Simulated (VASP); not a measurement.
A run of VASP 6.6.1 is set up as follows.

The input INCAR:

```
SYSTEM = Ga
PREC     = Accurate       ! precision mode
ENCUT    = 520            ! plane-wave cutoff, eV
EDIFF    = 1E-6           ! SCF threshold, eV
ISMEAR   = 0              ! smearing method
SIGMA    = 0.1            ! smearing width, eV
LREAL    = .False.        ! projectors in reciprocal space
LASPH    = .True.         ! aspherical terms in the spheres
NELM     = 100            ! most SCF steps
ALGO     = Fast           ! electronic algorithm
ISIF     = 2              ! what is computed and relaxed
LWAVE    = .False.        ! write WAVECAR
LCHARG   = .False.        ! write CHGCAR
GGA      = PS             ! functional
NBANDS   = 34             ! bands
```

Contents of KPOINTS:

```
regular mesh
0
Gamma
  12 12 10
  0 0 0
```

Contents of POSCAR:

```
Ga
1.0
    2.2357487319     -3.7971115870      0.0000000000
    2.2357487319      3.7971115870      0.0000000000
    0.0000000000      0.0000000000      4.4923282036
Ga
4
Direct
    0.6559909623      0.3440090377      0.4166879286
    0.8440090377      0.1559909623      0.9166879286
    0.3440090377      0.6559909623      0.5833120714
    0.1559909623      0.8440090377      0.0833120714
```

Potentials or basis: VASP PAW PBE potentials, release 64 (Ga_d).

Command:

```sh
$ cat potpaw_PBE.64/Ga_d/POTCAR > POTCAR
$ mpirun -np 1 vasp_std > vasp.out
```

**Question.** Estimate the pressure.

**Answer.** 0.0 GPa.

**Question.** Predict the band gap on the k mesh.

**Answer.** Zero (bands 26 and 27 overlap by 1.38 eV).

Forces in eV/Å, atoms in the order of the input:
```
Ga   0.000  0.005  0.002
Ga   0.000 -0.005  0.002
Ga   0.000 -0.005 -0.002
Ga   0.000  0.005 -0.002
```

Caveat: the PAW data sets were made with another functional, which shifts forces and pressure a little.
